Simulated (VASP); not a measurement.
The system is AgRh.

```
Ag Rh
1.0
     2.83206    0.00000    0.00000
    -1.41603    2.45264    0.00000
     0.00000    0.00000    4.90291
Ag Rh
1 1
Direct
  0.00000 0.00000 0.50000
  0.66667 0.33333 0.00000
```

Base run:

| Item | Value |
| --- | --- |
| Program | VASP 6.6.1 |
| Functional | r2SCAN |
| Potentials or basis | VASP PAW PBE potentials, release 64 (Ag, Rh_pv) |
| Cutoff | 520 eV |
| k mesh | 11 × 11 × 6 |
| Occupations | fermi-dirac, width 0.05 eV |
| Spin | no spin polarisation |

Its results: band gap on the k mesh zero (band 13 reaches 8.85 eV, above the bottom of band 14 at 7.61 eV); pressure -13.0 GPa.

The run is repeated on the same cell with these changes: functional from r2SCAN to PBE. What comes out?

Band gap on the k mesh zero (band 13 reaches 8.92 eV, above the bottom of band 14 at 7.74 eV); pressure -9.6 GPa.

Caveats: the PAW data sets were made with another functional, which shifts forces and pressure a little (some runs).
